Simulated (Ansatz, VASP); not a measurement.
**Two plane-wave programs on HgTe**

Contents of INCAR:

```
  PREC = Accurate
  ENCUT = 500
  EDIFF = 1E-6
  ISMEAR = 0
  SIGMA = 0.1
  LREAL = F
  LASPH = T
  NELM = 120
  ALGO = Normal
  ISIF = 2
  LWAVE = F
  LCHARG = F
  GGA = PE
  NBANDS = 16
  GGA_COMPAT = F
```

The input KPOINTS:

```
regular mesh
0
Gamma
  4 4 4
```

Contents of POSCAR:

```
HgTe
1.0
    0.0000000000      3.2145000000      3.2145000000
    3.2145000000      0.0000000000      3.2145000000
    3.2145000000      3.2145000000      0.0000000000
Hg Te
1 1
Direct
    0.0000000000      0.0000000000      0.0000000000
    0.2500000000      0.2500000000      0.2500000000
```

Input for Ansatz:

```yaml
crystal:
  lattice:
    - [0.0, 3.2145, 3.2145]
    - [3.2145, 0.0, 3.2145]
    - [3.2145, 3.2145, 0.0]
  atoms:
    - { symbol: Hg, position: [0.0, 0.0, 0.0] }
    - { symbol: Te, position: [0.25, 0.25, 0.25] }
basis:
  ecutwfc: 420
kpoints:
  mp_grid: { grid: [4, 4, 4] }
hamiltonian:
  xc: pbe
scf:
  occupations: { method: gaussian, width: 0.1 }
output:
  forces: true
  stress: true
  eigenvalues: true
```

Alike in both runs: task single point; functional PBE; k mesh 4 × 4 × 4; occupations gaussian, width 0.1 eV; no spin polarisation.

```csv
,VASP,Ansatz
version,VASP 6.6.1,Ansatz 0.2.0
potentials or method,"VASP PAW PBE potentials, release 64 (Hg, Te), cutoff 500 eV","scalar-relativistic, plane waves, PAW"
valence electrons in the cell,18,36
```

Ansatz gave:

```
gap on the k mesh at the Fermi level (eV) : none
pressure (GPa)                            : 5.0
```

Q: Which values does VASP return?

A: gap on the k mesh at the Fermi level (eV): none; pressure (GPa): 5.1.

A gap of «none» marks a metal or a gap that the smearing closes. With one functional, cell and mesh, what is left measures potentials, basis and numerics. VASP's potentials hold 18 valence electrons a cell and Ansatz's 36, so a difference there can come from the potentials and not from the codes.

The k mesh is coarse, so the values compare programs but aren't converged. Spin-orbit coupling is off throughout.
